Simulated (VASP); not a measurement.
# AlN (Cm) in VASP: a series of runs

Runs on AlN. Level: PBE. Tasks: single point.

Program: VASP 6.6.1. These are calculated values, not measurements. Logs are shortened: lines on timing, memory, paths and dates and some standing lists are left out, and cuts for length are marked.

### 1 The cell of the first run

Symmetry: Cm, No. 8, monoclinic system. The conventional cell has a = 11.407 Å, b = 3.130 Å, c = 5.422 Å, α = 90.00°, β = 118.38°, γ = 90.00°. Al (site symmetry m) has 4 N at 1.95 to 2.02 Å within 2.6 Å. Al (site symmetry m) has 4 N at 1.79 to 1.86 Å within 2.4 Å. Al (site symmetry m) has 4 N at 1.89 to 1.92 Å within 2.5 Å. Within 2.5 Å of Al (site symmetry m) lie 4 N at 1.88 to 1.92 Å. Within 2.5 Å of N (site symmetry m) lie 4 Al at 1.88 to 1.97 Å. Within 2.5 Å of N (site symmetry m) lie 4 Al at 1.86 to 1.92 Å. Within 2.5 Å of N (site symmetry m) lie 4 Al at 1.86 to 2.02 Å. Within 2.4 Å of N (site symmetry m) lie 4 Al at 1.79 to 1.95 Å.

### 2 Single point, PBE (mode 23 (707.6 1/cm) frozen in, largest displacement +0.113 Å)

The input, INCAR:

```
SYSTEM = AlN
  PREC = Accurate
  ENCUT = 520
  EDIFF = 1E-6
  ISMEAR = 0
  SIGMA = 0.05
  LREAL = .FALSE.
  LASPH = .TRUE.
  NELM = 60
  ALGO = Normal
  ISIF = 2
  LWAVE = .FALSE.
  LCHARG = .TRUE.
  GGA = PE
  LELF = .TRUE.
  LVHAR = .TRUE.
  NBANDS = 26
```

The input, KPOINTS:

```
Automatic mesh
0
G
  8 8 8
  0 0 0
```

The input, POSCAR:

```
AlN
1.0
   -3.1302395627      0.0000000000      0.0000000000
    0.0000000000      5.4217339625      0.0000000000
    1.5651197814     -2.7108669813     -5.0179796546
Al N
4 4
Direct
    0.9993057094      0.3306829714      0.9986114187
    0.4989655731      0.8342549778      0.9979311463
    0.2496915457      0.9163277658      0.4993830915
    0.7485797368      0.4152768500      0.4971594735
    0.8026004472      0.1365034354      0.6052008943
    0.3141282703      0.6468919488      0.6282565407
    0.0583643587      0.7457808447      0.1167287175
    0.5583643588      0.2042812061      0.1167287175
```

Potentials or basis: VASP PAW PBE potentials, release 64 (Al, N).

Started as:

```sh
$ cat potpaw_PBE.64/Al/POTCAR potpaw_PBE.64/N/POTCAR > POTCAR
$ mpirun -np 1 vasp_std > vasp.out
```

OUTCAR:

```text
SYSTEM = AlN
   PREC = Accurate
   ENCUT = 520
   EDIFF = 1E-6
   ISMEAR = 0
   LREAL = .FALSE.
   LASPH = .TRUE.
   NELM = 60
   ISIF = 2
   GGA = PE

 ion  position               nearest neighbor table
   1  0.999  0.331  0.999-   8 1.95   8 1.95   5 1.97   7 2.02   4 3.08   4 3.08   3 3.09   3 3.09
                             3 3.10   4 3.10   2 3.11   2 3.11   2 3.15   2 3.15
   2  0.499  0.834  0.998-   8 1.79   6 1.86   7 1.86   7 1.86   3 3.08   4 3.08   4 3.10   4 3.10
                             3 3.10   3 3.10   1 3.11   1 3.11   1 3.15   1 3.15
   3  0.250  0.916  0.499-   5 1.89   5 1.89   6 1.92   7 1.92   2 3.08   1 3.09   1 3.09   2 3.10
                             2 3.10   1 3.10   4 3.13   4 3.13   4 3.13   4 3.13
   4  0.749  0.415  0.497-   5 1.88   8 1.91   6 1.92   6 1.92   2 3.08   1 3.08   1 3.08   2 3.10
                             2 3.10   1 3.10   3 3.13   3 3.13   3 3.13   3 3.13
   5  0.803  0.137  0.605-   4 1.88   3 1.89   3 1.89   1 1.97
   6  0.314  0.647  0.628-   2 1.86   4 1.92   4 1.92   3 1.92
   7  0.058  0.746  0.117-   2 1.86   2 1.86   3 1.92   1 2.02
   8  0.558  0.204  0.117-   2 1.79   4 1.91   1 1.95   1 1.95

  LATTYP: Found a body centered orthorhombic cell.
 ALAT       =     3.1302395627
 B/A-ratio  =     1.7320508076
 C/A-ratio  =     3.2061313865

  Lattice vectors:

 A1 = (  -1.5651197814,   2.7108669813,   5.0179796546)
 A2 = (   1.5651197813,  -2.7108669812,   5.0179796546)
 A3 = (   1.5651197814,   2.7108669812,  -5.0179796546)

Analysis of symmetry for initial positions (statically):
=====================================================================
 Subroutine PRICEL returns:
 Original cell was already a primitive cell.

 Routine SETGRP: Setting up the symmetry group for a
 body centered orthorhombic supercell.

 Subroutine GETGRP returns: Found  2 space group operations
 (whereof  2 operations were pure point group operations)
 out of a pool of  8 trial point group operations.

The static configuration has the point symmetry C_1h.

Analysis of symmetry for dynamics (positions and initial velocities):
=====================================================================
 Subroutine PRICEL returns:
 Original cell was already a primitive cell.

 Routine SETGRP: Setting up the symmetry group for a
 body centered orthorhombic supercell.

 Subroutine GETGRP returns: Found  2 space group operations
 (whereof  2 operations were pure point group operations)
 out of a pool of  8 trial point group operations.

The dynamic configuration has the point symmetry C_1h.

 Subroutine INISYM returns: Found  2 space group operations
 (whereof  2 operations are pure point group operations),
 and found     1 'primitive' translations

----------------------------------------------------------------------------------------

                                     Primitive cell

  volume of cell :      85.1618

  direct lattice vectors                    reciprocal lattice vectors
    -3.130239563  0.000000000  0.000000000    -0.319464367  0.000000000 -0.099641695
     0.000000000  5.421733963  0.000000000     0.000000000  0.184442838 -0.099641695
     1.565119781 -2.710866981 -5.017979655     0.000000000  0.000000000 -0.199283391

  length of vectors
     3.130239563  5.421733963  5.914264074     0.334643017  0.209636896  0.199283391

  position of ions in fractional coordinates (direct lattice)
     0.999305709  0.330682971  0.998611419
     0.498965573  0.834254978  0.997931146
     0.249691546  0.916327766  0.499383092
     0.748579737  0.415276850  0.497159473
     0.802600447  0.136503435  0.605200894
     0.314128270  0.646891949  0.628256541
     0.058364359  0.745780845  0.116728718
     0.558364359  0.204281206  0.116728718

  ion indices of the primitive-cell ions
   primitive index   ion index
                 1           1
                 2           2
                 3           3
                 4           4
                 5           5
                 6           6
                 7           7
                 8           8

----------------------------------------------------------------------------------------

 KPOINTS: Automatic mesh

Automatic generation of k-mesh.
 Grid dimensions read from file:
 generate k-points for:    8    8    8

 Generating k-lattice:

  Cartesian coordinates                     Fractional coordinates (reciprocal lattice)
    -0.039933046  0.000000000 -0.012455212     0.125000000  0.000000000  0.000000000
     0.000000000  0.023055355 -0.012455212     0.000000000  0.125000000  0.000000000
     0.000000000  0.000000000 -0.024910424     0.000000000  0.000000000  0.125000000

  Length of vectors
     0.041830377  0.026204612  0.024910424

  Shift w.r.t. Gamma in fractional coordinates (k-lattice)
     0.000000000  0.000000000  0.000000000

 Subroutine IBZKPT returns following result:
 ===========================================

 Found    150 irreducible k-points:

 Following reciprocal coordinates:
            Coordinates               Weight
  0.000000  0.000000  0.000000      1.000000
  0.125000  0.000000 -0.000000      4.000000
  0.250000  0.000000 -0.000000      4.000000
  0.375000  0.000000  0.000000      4.000000
  0.500000  0.000000 -0.000000      2.000000
  0.000000  0.125000 -0.000000      2.000000
[... 16 lines left out ...]
  0.125000  0.250000 -0.000000      4.000000
 -0.125000  0.250000 -0.250000      4.000000
 [... further k-points ...]
   k-points           NKPTS =    150   k-points in BZ     NKDIM =    150   number of bands    NBANDS=     26
   number of dos      NEDOS =    301   number of ions     NIONS =      8
   total plane-waves  NPLWV =  46080
   dimension x,y,z NGX =    24 NGY =   40 NGZ =   48
   dimension x,y,z NGXF=    48 NGYF=   80 NGZF=   96
   ions per type =               4   4
   NGX,Y,Z   is equivalent  to a cutoff of  12.75, 12.27, 13.49 a.u.
   NGXF,Y,Z  is equivalent  to a cutoff of  25.49, 24.53, 26.98 a.u.
 SYSTEM =  AlN
   PREC   = accura    normal or accurate (medium, high low for compatibility)
   ISTART =      0    job   : 0-new  1-cont  2-samecut
   ICHARG =      2    charge: 1-file 2-atom 10-const
   ISPIN  =      1    spin polarized calculation?
   LNONCOLLINEAR =      F non collinear calculations
   LSORBIT =      F    spin-orbit coupling
   LASPH  =      T    aspherical Exc in radial PAW
   ENCUT  =  520.0 eV  38.22 Ry    6.18 a.u.   5.82 10.08 11.00*2*pi/ulx,y,z
   NELM   =     60;   NELMIN=  2; NELMDL= -5     # of ELM steps
   EDIFF  = 0.1E-05   stopping-criterion for ELM
   LREAL  =      F    real-space projection
   EDIFFG = 0.1E-04   stopping-criterion for IOM
   NSW    =      0    number of steps for IOM
   IBRION =     -1    ionic relax: 0-MD 1-quasi-New 2-CG
   NFREE  =      0    steps in history (QN), initial steepest desc. (CG)
   ISIF   =      2    stress and relaxation
   ISYM   =      2    0-nonsym 1-usesym 2-fastsym
   POTIM  = 0.5000    time-step for ionic-motion
   TEBEG  =    0.0;   TEEND  =   0.0 temperature during run
   PSTRESS=    0.0 pullay stress
   NELECT =      32.0000    total number of electrons
   NUPDOWN=      -1.0000    fix difference up-down
   EMIN   =  10.00;   EMAX   =-10.00  energy-range for DOS
   EFERMI =   0.00;   METHOD = LEGACY
   ISMEAR =     0;   SIGMA  =   0.05  broadening in eV -4-tet -1-fermi 0-gaus
   EFERMI_NEDOS =   21; number of points for ismear=-14 and -15
   IALGO  =     38    algorithm
   IMIX   =      4    mixing-type and parameters
     AMIX     =   0.40;   BMIX     =  1.00
     AMIX_MAG =   1.60;   BMIX_MAG =  1.00
  volume/ion in A,a.u.               =      10.65        71.84
  Fermi-wavevector in a.u.,A,eV,Ry     =   1.181345  2.232418 18.987951  1.395575
  Thomas-Fermi vector in A             =   2.317620
   LORBIT       =      0    0 simple, 1 ext, 2 COOP (PROOUT), +10 PAW based schemes
   GGA     = PE    functional components
   LHFCALC =     F    Hartree Fock is set to
   AEXX    =    0.0000 exact exchange contribution
   IVDW    =     0    specifies the selected vdW correction
   LEPSILON=     F    determine dielectric tensor
   LRPA    =     F    only Hartree local field effects (RPA)
 non-spin polarized calculation
 Gauss-broadening in eV      SIGMA  =   0.05
  energy-cutoff  :      520.00
  volume of cell :       85.16
 maximum number of plane-waves:      2322
   NGX = 11   NGY = 21   NGZ = 21

 number of electron      32.0000000 magnetization

 Free energy of the ion-electron system (eV)
  ---------------------------------------------------
  ext. energy  EPLUGINS =         0.00000000
  ---------------------------------------------------
  free energy    TOTEN  =       -59.13653201 eV

  energy without entropy =      -59.13653201  energy(sigma->0) =      -59.13653201

 E-fermi :   6.2377     XC(G=0): -10.8289

 val. band max:        5.9889518032   @ k =   0.0000   0.0000   0.0000
 cond. band min:       9.9179801256   @ k =   0.0000   0.0000   0.0000
 fundamental gap:      3.9290283224
 Fermi energy:         6.2377383955

 k-point     1 :       0.0000    0.0000    0.0000
  band No.  band energies     occupation
      1      -9.1172      2.00000
      2      -7.0587      2.00000
      3      -6.8334      2.00000
      4      -6.7533      2.00000
      5       0.0411      2.00000
      6       0.4342      2.00000
[... 18 lines left out ...]
     25      16.8769      0.00000
     26      17.4572      0.00000

 k-point     2 :       0.1250    0.0000   -0.0000
  band No.  band energies     occupation
      1      -8.9574      2.00000
      2      -7.0040      2.00000
      3      -6.8173      2.00000
      4      -6.6680      2.00000
      5       0.2602      2.00000
      6       0.5245      2.00000
[... 18 lines left out ...]
     25      16.5453      0.00000
[... 608 lines left out ...]
     25      16.4030      0.00000
     26      17.1837      0.00000

 k-point    24 :      -0.1250    0.2500   -0.2500
  band No.  band energies     occupation
      1      -8.6642      2.00000
      2      -7.3247      2.00000
      3      -7.0564      2.00000
      4      -6.6675      2.00000
      5       0.7636      2.00000
      6       0.9200      2.00000
[... 18 lines left out ...]
     25      16.5809      0.00000
     26      17.0740      0.00000

 [... further k-points ...]
[... 5 lines left out ...]
  --------------------------------------------------------------------------------------
  -------------------------------------------------------------------------------------
  Total        0.4105601      0.9103777      0.4443138      0.0000000     -0.4507623     -0.0000000
  in kB        7.7240059     17.1272460      8.3590262      0.0000000     -8.4803442     -0.0000000
  external PRESSURE =      11.0700927 kB  Pullay stress =       0.0000000 kB

 VOLUME and BASIS-vectors are now :
 -----------------------------------------------------------------------------
  energy-cutoff  :      520.00
  volume of cell :       85.16
      direct lattice vectors                 reciprocal lattice vectors
    -3.130239563  0.000000000  0.000000000    -0.319464367  0.000000000 -0.099641695
     0.000000000  5.421733963  0.000000000     0.000000000  0.184442838 -0.099641695
     1.565119781 -2.710866981 -5.017979655     0.000000000  0.000000000 -0.199283391

 POSITION                                       TOTAL-FORCE (eV/Angst)
 -----------------------------------------------------------------------------------
     -1.56512     -0.91423     -5.01101        -0.000000      0.216106      0.153883
      0.00000      1.81785     -5.00760        -0.000000     -0.968196      0.035323
      0.00000      3.61432     -2.50589        -0.000000      0.013908      0.283840
     -1.56512      0.90379     -2.49474         0.000000     -0.004643     -0.258253
     -1.56512     -0.90053     -3.03689         0.000000     -0.104182     -1.379141
      0.00000      1.80416     -3.15258        -0.000000      0.056966      1.620755
      0.00000      3.72699     -0.58574         0.000000     -2.567072     -0.191882
     -1.56512      0.79112     -0.58574         0.000000      3.357113     -0.264524
 -----------------------------------------------------------------------------------
    total drift:                               -0.000006      0.000239      0.001184

  FREE ENERGIE OF THE ION-ELECTRON SYSTEM (eV)
  ---------------------------------------------------
  free  energy   TOTEN  =       -59.1365320105 eV

  energy  without entropy=      -59.1365320105  energy(sigma->0) =      -59.13653201
```

It took 3.9 min on 1 thread of Intel Xeon 6975P-C, shared host; peak memory 0.37 GiB.

Results:

```
Free energy            : -59.1365 eV
Pressure               : 1.1 GPa
Largest force          : 3.368 eV/Å
Band gap on the k mesh : 3.93 eV
```

Forces on the atoms (eV/Å):
```
Al   0.000  0.216  0.154
Al   0.000 -0.968  0.035
Al   0.000  0.014  0.284
Al   0.000 -0.005 -0.258
N    0.000 -0.104 -1.379
N    0.000  0.057  1.621
N    0.000 -2.567 -0.192
N    0.000  3.357 -0.265
```

Stress tensor (GPa, compression positive):
```
 0.77  0.00  0.00
 0.00  1.71 -0.85
 0.00 -0.85  0.84
```

Caveat: the cell differs from its parent crystal (mode 23 (707.6 1/cm) frozen in, largest displacement +0.113 Å); forces of over 1 eV/Å act on the atoms, so gaps and moduli don't describe the material at rest.

### 3 Single point, PBE (mode 23 (707.6 1/cm) frozen in, largest displacement +0.037 Å)

The input, INCAR:

```
SYSTEM = AlN
ALGO = Normal
EDIFF = 1E-6
ENCUT = 520
GGA = PE
ISIF = 2
ISMEAR = 0
LASPH = .TRUE.
LCHARG = .FALSE.
LREAL = .FALSE.
LWAVE = .FALSE.
NBANDS = 26
NELM = 100
PREC = Accurate
SIGMA = 0.05
```

The input, KPOINTS:

```
k-points
0
G
  8 8 8
  0 0 0
```

The input, POSCAR:

```
AlN
1.0
   -3.1302395627      0.0000000000      0.0000000000
    0.0000000000      5.4217339625      0.0000000000
    1.5651197814     -2.7108669813     -5.0179796546
Al N
4 4
Direct
    0.9991923306      0.3318736402      0.9983846612
    0.4990789519      0.8330643090      0.9981579038
    0.2493209427      0.9159774605      0.4986418855
    0.7489503398      0.4156271553      0.4979006795
    0.8064430549      0.1399662732      0.6128861098
    0.3102856626      0.6434291110      0.6205713252
    0.0583643587      0.7319476318      0.1167287175
    0.5583643588      0.2181144190      0.1167287175
```

Potentials or basis: VASP PAW PBE potentials, release 64 (Al, N).

Started as:

```sh
$ cat potpaw_PBE.64/Al/POTCAR potpaw_PBE.64/N/POTCAR > POTCAR
$ mpirun -np 1 vasp_std > vasp.out
```

Run time: 4.1 min. Hardware: 1 thread of Intel Xeon 6975P-C, shared host; peak memory 0.37 GiB.

The run converged. Its results:

```yaml
Free_energy: -59.5142 eV
Pressure: -0.1 GPa
Largest_force: 1.015 eV/Å
Band_gap_on_the_k_mesh: 4.03 eV
```

Forces on the atoms (eV/Å):
```
Al   0.000  0.135  0.038
Al   0.000 -0.218 -0.017
Al   0.000  0.004  0.093
Al   0.000 -0.003 -0.089
N    0.000 -0.030 -0.486
N    0.000  0.025  0.511
N    0.000 -0.928 -0.023
N    0.000  1.015 -0.028
```

Stress tensor (GPa, compression positive):
```
-0.18  0.00  0.00
 0.00 -0.08 -0.09
 0.00 -0.09 -0.12
```

Levels at points of the mesh, in eV from the valence-band top:
```
           k point  band 14  band 15  band 16  band 17  band 18  band 19
(0.00, 0.00, 0.00)    -0.21    -0.20     0.00     4.03     5.23     5.24
(0.50, 0.00, 0.00)    -1.97    -0.92    -0.84     6.11     6.15     7.02
(0.00, 0.50, 0.00)    -0.61    -0.59    -0.58     5.87     5.95     7.18
(0.00, 0.50, 0.50)    -0.62    -0.58    -0.56     5.85     5.97     7.21
(0.50, 0.50, 0.00)    -1.35    -1.34    -0.68     5.21     5.24     5.75
(0.00, 0.00, 0.50)    -0.54    -0.53    -0.53     5.73     5.76     6.27
```

Caveat: the cell differs from its parent crystal (mode 23 (707.6 1/cm) frozen in, largest displacement +0.037 Å); forces of over 1 eV/Å act on the atoms, so gaps and moduli don't describe the material at rest.
